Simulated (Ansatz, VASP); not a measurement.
# One calculation of Cu3Mo, two programs

The input INCAR:

```
  PREC = Accurate
  ENCUT = 820
  EDIFF = 1E-6
  ISMEAR = 0
  SIGMA = 0.1
  LREAL = F
  LASPH = T
  NELM = 200
  ALGO = Normal
  ISIF = 2
  LWAVE = F
  LCHARG = T
  ISPIN = 2
  MAGMOM = 0 0 0 1
  LORBIT = 11
  LMAXMIX = 4
  GGA = PE
  LELF = T
  LVHAR = T
  NBANDS = 48
  GGA_COMPAT = F
```

The input KPOINTS:

```
Automatic mesh
0
Gamma
  6 6 2
```

Contents of POSCAR:

```
Cu3Mo
1.0
    2.6387176596      0.0000000000      0.0000000000
   -1.3193588298      2.2851965266      0.0000000000
    0.0000000000      0.0000000000      8.6975776375
Cu Mo
3 1
Direct
    0.0000000000      0.0000000000      0.0000000000
    0.6666666667      0.3333333333      0.7608926105
    0.6666666667      0.3333333333      0.2391073895
    0.0000000000      0.0000000000      0.5000000000
```

Input for Ansatz:

```yaml
crystal:
  lattice:
    - [2.6387176596, 0.0, 0.0]
    - [-1.3193588298, 2.2851965266, 0.0]
    - [0.0, 0.0, 8.6975776375]
  atoms:
    - { symbol: Cu, position: [0.0, 0.0, 0.0] }
    - { symbol: Cu, position: [0.6666666667, 0.3333333333, 0.7608926105] }
    - { symbol: Cu, position: [0.6666666667, 0.3333333333, 0.2391073895] }
    - { symbol: Mo, position: [0.0, 0.0, 0.5], spin: 1.0 }
basis:
  ecutwfc: 420
kpoints:
  mp_grid: { grid: [6, 6, 2] }
hamiltonian:
  xc: pbe
scf:
  occupations: { method: gaussian, width: 0.1 }
  lower_state_search: "off"
output:
  forces: true
  stress: true
  eigenvalues: true
  populations: true
magnetization:
  spin_polarized: true
```

Change from the starting cell: species swapped into the Co3Ir type (P-6m2, No. 187).

Alike in both runs: task single point; functional PBE; k mesh 6 × 6 × 2; occupations gaussian, width 0.1 eV; collinear spin.

```csv
,VASP,Ansatz
version,VASP 6.6.1,Ansatz 0.2.0
potentials or method,"VASP PAW PBE potentials, release 64 (Cu_sv_GW, Mo_sv), cutoff 820 eV","scalar-relativistic, plane waves, PAW"
valence electrons in the cell,71,71
```

|  | VASP | Ansatz | Ansatz less VASP |
| --- | --- | --- | --- |
| gap on the k mesh at the Fermi level (eV) | none | none | - |
| pressure (GPa) | -0.4 | 0.2 | +0.68 |
| traceless stress, the component that is largest in VASP (GPa) | 0.06 | 0.13 | +0.075 |
| rms of the force components (eV/Å) | 0.003 | 0.002 | -0.0014 |
| net moment per atom (μB) | 0.00 | 0.00 | 0.000 |

Atom by atom the forces differ by 0.005 eV/Å (rms over components). A gap of «none» marks a metal or a gap that the smearing closes. With one functional, cell and mesh, what is left measures potentials, basis and numerics. Ansatz's warnings: seeded moment not kept.

The k mesh is coarse, so the values compare programs but aren't converged.
